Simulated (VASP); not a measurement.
Wanted: the native input for a VASP 6.6.1 run.

| Property | Result |
| --- | --- |
| Task | single point |
| Functional | PBE |
| Potentials or basis | VASP PAW PBE potentials, release 64 (Pt, Se) |
| Cutoff | 520 eV |
| k mesh | 12 × 12 × 4 |
| Occupations | gaussian, width 0.02 eV |
| Spin | no spin polarisation |
| Dipole correction | no |
| Further INCAR settings | ALGO = Normal; EDIFF = 1e-07; NBANDS = 18 |

The structure of PtSe2 lies in POSCAR:

```
PtSe2
1.0
    3.7890751029      0.0000000000      0.0000000000
   -1.8945375515      3.2814352960      0.0000000000
    0.0000000000      0.0000000000      6.4623255351
Pt Se
1 2
Direct
    0.0000000000      0.0000000000      0.0000000000
    0.6666666667      0.3333333333      0.7990307773
    0.3333333333      0.6666666667      0.2009692227
```

This cell differs from its parent crystal: biaxial strain in the a-b plane: +1.0 %.

One way to write it, as run:

INCAR

```
SYSTEM = PtSe2
PREC     = Accurate       ! precision mode
ENCUT    = 520            ! plane-wave cutoff, eV
EDIFF    = 1E-7           ! SCF threshold, eV
ISMEAR   = 0              ! smearing method
SIGMA    = 0.02           ! smearing width, eV
LREAL    = .FALSE.        ! projectors in reciprocal space
LASPH    = .TRUE.         ! aspherical terms in the spheres
NELM     = 60             ! most SCF steps
ALGO     = Normal         ! electronic algorithm
ISIF     = 2              ! what is computed and relaxed
LWAVE    = .FALSE.        ! write WAVECAR
LCHARG   = .FALSE.        ! write CHGCAR
GGA      = PE             ! functional
NBANDS   = 18             ! bands
```

KPOINTS

```
Automatic mesh
0
G
  12 12 4
  0 0 0
```

Potentials or basis: VASP PAW PBE potentials, release 64 (Pt, Se).

Run with:

```console
$ cat potpaw_PBE.64/Pt/POTCAR potpaw_PBE.64/Se/POTCAR > POTCAR
$ mpirun -np 1 vasp_std > vasp.out
```

It gave:

```yaml
Pressure: -1.6 GPa
Largest_force: 0.136 eV/Å
Band_gap_on_the_k_mesh: 0.79 eV (least direct gap 0.95 eV)
```

Caveat: the cell differs from its parent crystal (biaxial strain in the a-b plane: +1.0 %); spin-orbit coupling is left out, which moves the levels of the heavy elements; this functional lacks dispersion, which binds layers or chains, so the pressure and a relaxed spacing across them are unreliable.

It took 2.1 min on 1 thread of Intel Xeon 8259CL (shared host), peak memory 0.25 GiB.
